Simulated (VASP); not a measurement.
# Mg (I-42d) in VASP: single point with PBE

Aim: the single point of Mg with PBE.

Everything below comes from runs of VASP 6.6.1. Logs are shortened: lines on timing, memory, paths and dates and some standing lists are left out, and cuts for length are marked.

### Step 1. The cell of the first run

It takes space group I-42d (No. 122, tetragonal). Conventional cell: a = 6.551 Å, b = 6.551 Å, c = 6.790 Å, α = 90.00°, β = 90.00°, γ = 90.00°. Within 4.5 Å of Mg (site symmetry 2) lie 12 Mg at 3.44 to 4.23 Å.

### Step 2. Single point, PBE (Hg replaced by Mg, lengths x 1.041, strained)

INCAR

```
SYSTEM = Mg
ALGO = Fast ; EDIFF = 1E-6
ENCUT = 520 ; GGA = PE
ISIF = 2 ; ISMEAR = 0
LASPH = .TRUE. ; LCHARG = .FALSE.
LREAL = .FALSE. ; LWAVE = .FALSE.
NBANDS = 12 ; NELM = 80
PREC = Accurate ; SIGMA = 0.1
```

KPOINTS

```
k-points
0
G
  10 10 10
  0 0 0
```

POSCAR

```
Mg
1.0
   -3.2754857488      3.2754857488      3.3948007131
    3.2754857488     -3.2754857488      3.3948007131
    3.2754857488      3.2754857488     -3.3948007131
Mg
4
Direct
    0.8750000000      0.3292670000      0.9542670000
    0.3750000000      0.9207330000      0.0457330000
    0.6707330000      0.6250000000      0.5457330000
    0.0792670000      0.1250000000      0.4542670000
```

Potentials or basis: VASP PAW PBE potentials, release 64 (Mg).

The run is started by

```sh
$ cat potpaw_PBE.64/Mg/POTCAR > POTCAR
$ mpirun -np 1 vasp_std > vasp.out
```

OUTCAR:

```text
SYSTEM = Mg
   EDIFF = 1E-6
   ENCUT = 520
   GGA = PE
   ISIF = 2
   ISMEAR = 0
   LASPH = .TRUE.
   LREAL = .FALSE.
   NELM = 80
   PREC = Accurate

 ion  position               nearest neighbor table
   1  0.875  0.329  0.954-   3 3.44   4 3.44   4 3.44   3 3.44   2 3.45   2 3.45
   2  0.375  0.921  0.046-   4 3.44   3 3.44   4 3.44   3 3.44   1 3.45   1 3.45
   3  0.671  0.625  0.546-   2 3.44   1 3.44   1 3.44   2 3.44   4 3.45   4 3.45
   4  0.079  0.125  0.454-   1 3.44   2 3.44   1 3.44   2 3.44   3 3.45   3 3.45

  LATTYP: Found a body centered tetragonal cell.
 ALAT       =     6.5509714976
 C/A-ratio  =     1.0364266474

  Lattice vectors:

 A1 = (  -3.2754857488,   3.2754857488,   3.3948007131)
 A2 = (   3.2754857488,  -3.2754857488,   3.3948007131)
 A3 = (   3.2754857488,   3.2754857488,  -3.3948007131)

Analysis of symmetry for initial positions (statically):
=====================================================================
 Subroutine PRICEL returns:
 Original cell was already a primitive cell.

 Routine SETGRP: Setting up the symmetry group for a
 body centered tetragonal supercell.

 Subroutine GETGRP returns: Found  8 space group operations
 (whereof  4 operations were pure point group operations)
 out of a pool of 16 trial point group operations.

The static configuration has the point symmetry S_4 .
 The point group associated with its full space group is D_2d.

Analysis of symmetry for dynamics (positions and initial velocities):
=====================================================================
 Subroutine PRICEL returns:
 Original cell was already a primitive cell.

 Routine SETGRP: Setting up the symmetry group for a
 body centered tetragonal supercell.

 Subroutine GETGRP returns: Found  8 space group operations
 (whereof  4 operations were pure point group operations)
 out of a pool of 16 trial point group operations.

The dynamic configuration has the point symmetry S_4 .
 The point group associated with its full space group is D_2d.

 Subroutine INISYM returns: Found  8 space group operations
 (whereof  4 operations are pure point group operations),
 and found     1 'primitive' translations

----------------------------------------------------------------------------------------

                                     Primitive cell

  volume of cell :     145.6886

  direct lattice vectors                    reciprocal lattice vectors
    -3.275485749  3.275485749  3.394800713     0.000000000  0.152649115  0.147284051
     3.275485749 -3.275485749  3.394800713     0.152649115  0.000000000  0.147284051
     3.275485749  3.275485749 -3.394800713     0.152649115  0.152649115  0.000000000

  length of vectors
     5.743020604  5.743020604  5.743020604     0.212118702  0.212118702  0.215878448

  position of ions in fractional coordinates (direct lattice)
     0.875000000  0.329267000  0.954267000
     0.375000000  0.920733000  0.045733000
     0.670733000  0.625000000  0.545733000
     0.079267000  0.125000000  0.454267000

  ion indices of the primitive-cell ions
   primitive index   ion index
                 1           1
                 2           2
                 3           3
                 4           4

----------------------------------------------------------------------------------------

 KPOINTS: k-points

Automatic generation of k-mesh.
 Grid dimensions read from file:
 generate k-points for:   10   10   10

 Generating k-lattice:

  Cartesian coordinates                     Fractional coordinates (reciprocal lattice)
     0.000000000  0.015264911  0.014728405     0.100000000 -0.000000000  0.000000000
     0.015264911  0.000000000  0.014728405    -0.000000000  0.100000000  0.000000000
     0.015264911  0.015264911  0.000000000     0.000000000  0.000000000  0.100000000

  Length of vectors
     0.021211870  0.021211870  0.021587845

  Shift w.r.t. Gamma in fractional coordinates (k-lattice)
     0.000000000  0.000000000  0.000000000

 Subroutine IBZKPT returns following result:
 ===========================================

 Found    102 irreducible k-points:

 Following reciprocal coordinates:
            Coordinates               Weight
  0.000000  0.000000  0.000000      1.000000
  0.100000  0.000000  0.000000      8.000000
  0.200000  0.000000  0.000000      8.000000
  0.300000  0.000000  0.000000      8.000000
  0.400000  0.000000  0.000000      8.000000
  0.500000  0.000000  0.000000      4.000000
[... 16 lines left out ...]
  0.300000  0.300000  0.000000      8.000000
  0.400000  0.300000  0.000000     16.000000
 [... further k-points ...]
   k-points           NKPTS =    102   k-points in BZ     NKDIM =    102   number of bands    NBANDS=     12
   number of dos      NEDOS =    301   number of ions     NIONS =      4
   total plane-waves  NPLWV = 110592
   dimension x,y,z NGX =    48 NGY =   48 NGZ =   48
   dimension x,y,z NGXF=    96 NGYF=   96 NGZF=   96
   ions per type =               4
   NGX,Y,Z   is equivalent  to a cutoff of  13.89, 13.89, 13.89 a.u.
   NGXF,Y,Z  is equivalent  to a cutoff of  27.79, 27.79, 27.79 a.u.
 SYSTEM =  Mg
   PREC   = accura    normal or accurate (medium, high low for compatibility)
   ISTART =      0    job   : 0-new  1-cont  2-samecut
   ICHARG =      2    charge: 1-file 2-atom 10-const
   ISPIN  =      1    spin polarized calculation?
   LNONCOLLINEAR =      F non collinear calculations
   LSORBIT =      F    spin-orbit coupling
   LASPH  =      T    aspherical Exc in radial PAW
   ENCUT  =  520.0 eV  38.22 Ry    6.18 a.u.  10.68 10.68 10.68*2*pi/ulx,y,z
   NELM   =     80;   NELMIN=  2; NELMDL= -5     # of ELM steps
   EDIFF  = 0.1E-05   stopping-criterion for ELM
   LREAL  =      F    real-space projection
   EDIFFG = 0.1E-04   stopping-criterion for IOM
   NSW    =      0    number of steps for IOM
   IBRION =     -1    ionic relax: 0-MD 1-quasi-New 2-CG
   NFREE  =      0    steps in history (QN), initial steepest desc. (CG)
   ISIF   =      2    stress and relaxation
   ISYM   =      2    0-nonsym 1-usesym 2-fastsym
   POTIM  = 0.5000    time-step for ionic-motion
   TEBEG  =    0.0;   TEEND  =   0.0 temperature during run
   PSTRESS=    0.0 pullay stress
   NELECT =       8.0000    total number of electrons
   NUPDOWN=      -1.0000    fix difference up-down
   EMIN   =  10.00;   EMAX   =-10.00  energy-range for DOS
   EFERMI =   0.00;   METHOD = LEGACY
   ISMEAR =     0;   SIGMA  =   0.10  broadening in eV -4-tet -1-fermi 0-gaus
   EFERMI_NEDOS =   21; number of points for ismear=-14 and -15
   IALGO  =     68    algorithm
   IMIX   =      4    mixing-type and parameters
     AMIX     =   0.40;   BMIX     =  1.00
     AMIX_MAG =   1.60;   BMIX_MAG =  1.00
  volume/ion in A,a.u.               =      36.42       245.79
  Fermi-wavevector in a.u.,A,eV,Ry     =   0.622247  1.175877  5.268061  0.387192
  Thomas-Fermi vector in A             =   1.682036
   LORBIT       =      0    0 simple, 1 ext, 2 COOP (PROOUT), +10 PAW based schemes
   GGA     = PE    functional components
   LHFCALC =     F    Hartree Fock is set to
   AEXX    =    0.0000 exact exchange contribution
   IVDW    =     0    specifies the selected vdW correction
   LEPSILON=     F    determine dielectric tensor
   LRPA    =     F    only Hartree local field effects (RPA)
 non-spin polarized calculation
 RMM-DIIS sequential band-by-band and
 Gauss-broadening in eV      SIGMA  =   0.10
  energy-cutoff  :      520.00
  volume of cell :      145.69
 maximum number of plane-waves:      3954
 NGX is ok and might be reduce to    48
   NGX = 21   NGY = 21   NGZ = 21

 number of electron       8.0000000 magnetization

 Free energy of the ion-electron system (eV)
  ---------------------------------------------------
  ext. energy  EPLUGINS =         0.00000000
  ---------------------------------------------------
  free energy    TOTEN  =        -4.40958322 eV

  energy without entropy =       -4.39778299  energy(sigma->0) =       -4.40368311

 E-fermi :   0.5828     XC(G=0):  -7.1282

 val. band max:        0.5797468162   @ k =  -0.2000  -0.3000   0.1000
 cond. band min:       0.5925417867   @ k =  -0.4000   0.5000   0.3000
 fundamental gap:      0.0127949705
 Fermi energy:         0.5828099640

 k-point     1 :       0.0000    0.0000    0.0000
  band No.  band energies     occupation
      1      -4.6025      2.00000
      2       1.2980      0.00000
      3       1.2980      0.00000
      4       1.8533      0.00000
      5       1.8533      0.00000
      6       1.8562      0.00000
      7       1.9878      0.00000
      8       2.3289      0.00000
      9       2.3289      0.00000
     10       2.3756      0.00000
     11       2.4669      0.00000
     12       2.4708      0.00000

 k-point     2 :       0.1000    0.0000    0.0000
  band No.  band energies     occupation
      1      -4.5359      2.00000
      2       0.6367      0.44609
      3       0.9562      0.00000
      4       1.3877      0.00000
      5       1.6153      0.00000
      6       1.8523      0.00000
      7       2.1080      0.00000
      8       2.2964      0.00000
      9       2.4247      0.00000
     10       2.8236      0.00000
     11       2.9987      0.00000
     12       3.4031      0.00000

 k-point     3 :       0.2000    0.0000    0.0000
  band No.  band energies     occupation
      1      -4.3365      2.00000
      2      -0.3855      2.00000
      3       0.5387      1.46723
      4       0.9658      0.00000
      5       1.2192      0.00000
      6       1.5582      0.00000
      7       2.2947      0.00000
      8       2.4116      0.00000
      9       3.1893      0.00000
     10       3.6426      0.00000
     11       3.7985      0.00000
     12       4.5010      0.00000
[... 286 lines left out ...]
 k-point    23 :       0.3000    0.3000    0.0000
  band No.  band energies     occupation
      1      -2.9000      2.00000
      2      -2.1201      2.00000
      3      -1.9681      2.00000
      4      -0.0429      2.00000
      5       1.8160      0.00000
      6       2.0607      0.00000
      7       2.5425      0.00000
      8       3.6642      0.00000
      9       4.3601      0.00000
     10       4.8673      0.00000
     11       5.4975      0.00000
     12       5.5054      0.00000

 k-point    24 :       0.4000    0.3000    0.0000
  band No.  band energies     occupation
      1      -2.8248      2.00000
      2      -2.2807      2.00000
      3      -1.8740      2.00000
      4      -0.0713      2.00000
      5       1.5646      0.00000
      6       2.1648      0.00000
      7       2.7682      0.00000
      8       3.6413      0.00000
      9       3.9188      0.00000
     10       5.2727      0.00000
     11       5.7120      0.00000
     12       6.0839      0.00000

 [... further k-points ...]

------------------------ aborting loop because EDIFF is reached ----------------------------------------

  FORCE on cell =-STRESS in cart. coord.  units (eV):
  Direction    XX          YY          ZZ          XY          YZ          ZX
  --------------------------------------------------------------------------------------
  -------------------------------------------------------------------------------------
  Total       -4.8784674     -4.8784674     -4.7741649      0.0000000      0.0000000      0.0000000
  in kB      -53.6498222    -53.6498222    -52.5027793      0.0000000      0.0000000      0.0000000
  external PRESSURE =     -53.2674746 kB  Pullay stress =       0.0000000 kB

 VOLUME and BASIS-vectors are now :
 -----------------------------------------------------------------------------
  energy-cutoff  :      520.00
  volume of cell :      145.69
      direct lattice vectors                 reciprocal lattice vectors
    -3.275485749  3.275485749  3.394800713     0.000000000  0.152649115  0.147284051
     3.275485749 -3.275485749  3.394800713     0.152649115  0.000000000  0.147284051
     3.275485749  3.275485749 -3.394800713     0.152649115  0.152649115  0.000000000

 POSITION                                       TOTAL-FORCE (eV/Angst)
 -----------------------------------------------------------------------------------
      1.33815      4.91323      0.84870         0.020193     -0.000000      0.000000
      1.93734     -1.63774      4.24350        -0.020193     -0.000000     -0.000000
      1.63774      1.93734      2.54610        -0.000000     -0.020193     -0.000000
      1.63774      1.33815     -0.84870        -0.000000      0.020193      0.000000
 -----------------------------------------------------------------------------------
    total drift:                               -0.000000     -0.000000      0.000000

  FREE ENERGIE OF THE ION-ELECTRON SYSTEM (eV)
  ---------------------------------------------------
  free  energy   TOTEN  =        -4.4095832184 eV

  energy  without entropy=       -4.3977829921  energy(sigma->0) =       -4.40368311
```

It took 4.7 min on 1 thread of Intel Xeon 8259CL, shared host; peak memory 0.4 GiB.

What came out:

* Free energy: -4.4096 eV
* Pressure: -5.3 GPa
* Largest force: 0.020 eV/Å
* Band gap on the k mesh: zero (band 4 reaches 1.85 eV, above the bottom of band 5 at -0.49 eV)

Forces in eV/Å, atoms in the order of the input:
```
Mg   0.020  0.000  0.000
Mg  -0.020  0.000  0.000
Mg   0.000 -0.020  0.000
Mg   0.000  0.020  0.000
```

Caveat: the cell differs from its parent crystal (Hg replaced by Mg, lengths x 1.041, strained).
